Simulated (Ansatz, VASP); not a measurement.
**Two plane-wave programs on KBr**

```
K Br
1.0
     3.83001    0.00000    0.00000
     0.00000    3.83001    0.00000
     0.00000    0.00000    3.83001
K Br
1 1
Cartesian
  0.0000 0.0000 0.0000
  1.9150 1.9150 1.9150
```

Alike in both runs: functional LDA; k mesh 6 × 6 × 6; occupations gaussian, width 0.02 eV; no spin polarisation.

Ansatz relaxed the structure, and its values are those at the end. VASP's run is a single point on that final structure, the one shown.

```csv
,VASP,Ansatz
version,VASP 6.6.1,Ansatz 0.2.0
potentials or method,"VASP PAW LDA potentials, release 64 (K_sv, Br), cutoff 520 eV","scalar-relativistic, plane waves, PAW"
valence electrons in the cell,16,16
```

|  | VASP | Ansatz | Ansatz less VASP |
| --- | --- | --- | --- |
| gap on the k mesh at the Fermi level (eV) | 4.04 | 4.02 | -0.011 |
| least direct gap on the mesh (eV) | 4.36 | 4.35 | -0.012 |
| pressure (GPa) | 0.1 | 0.0 | -0.11 |

LDA's correlation is that of Perdew and Zunger in VASP and of Perdew and Wang (1992) in Ansatz.
